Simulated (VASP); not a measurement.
**WSe2: single point with PBE**

The system is WSe2.

```
W Se
1.0
     3.32148    0.00000    0.00000
    -1.66074    2.87649    0.00000
     0.00000    0.00000   16.16524
W Se
2 4
Direct
  0.33333 0.66667 0.25000
  0.66667 0.33333 0.75000
  0.33333 0.66667 0.64622
  0.66667 0.33333 0.14622
  0.33333 0.66667 0.85378
  0.66667 0.33333 0.35378
```

| Quantity | Value |
| --- | --- |
| Program | VASP 6.6.1 |
| Task | single point |
| Functional | PBE |
| Potentials or basis | VASP PAW PBE potentials, release 64 (W_sv, Se) |
| Cutoff | 520 eV |
| k mesh | 12 × 12 × 2 |
| Occupations | gaussian, width 0.02 eV |
| Spin | no spin polarisation |
| Dipole correction | no |
| Further INCAR settings | ALGO = Normal; EDIFF = 1e-07; NBANDS = 35 |

```yaml
Pressure: 0.2 GPa
Largest_force: 0.049 eV/Å
Band_gap_on_the_k_mesh: 1.53 eV
```

Forces on the atoms (eV/Å):
```
W    0.000  0.000  0.000
W    0.000  0.000  0.000
Se   0.000  0.000 -0.049
Se   0.000  0.000 -0.049
Se   0.000  0.000  0.049
Se   0.000  0.000  0.049
```

Stress tensor (GPa, compression positive):
```
0.15 0.00 0.00
0.00 0.15 0.00
0.00 0.00 0.27
```

Levels at points of the mesh, in eV from the valence-band top:
```
           k point  band 22  band 23  band 24  band 25  band 26  band 27  band 28  band 29  band 30  band 31
(0.00, 0.00, 0.00)    -1.25    -1.25    -1.25    -0.47    -0.17     2.88     2.88     2.89     2.89     3.05
(0.50, 0.00, 0.00)    -2.12    -0.99    -0.99    -0.97    -0.96     2.33     2.33     2.67     2.73     3.53
(0.00, 0.00, 0.50)    -1.25    -1.25    -1.25    -0.30    -0.30     2.89     2.89     2.89     2.89     3.06
(0.50, 0.00, 0.50)    -2.13    -0.99    -0.99    -0.96    -0.96     2.33     2.33     2.70     2.70     3.65
```

It took 4.2 min on 1 thread of AMD EPYC 7R13 Processor (Zen 3), on a shared host, peak memory 0.35 GiB.

Caveat: spin-orbit coupling is left out, which moves the levels of the heavy elements; this functional lacks dispersion, which binds layers or chains, so the pressure and a relaxed spacing across them are unreliable. A k mesh can miss the band edges.
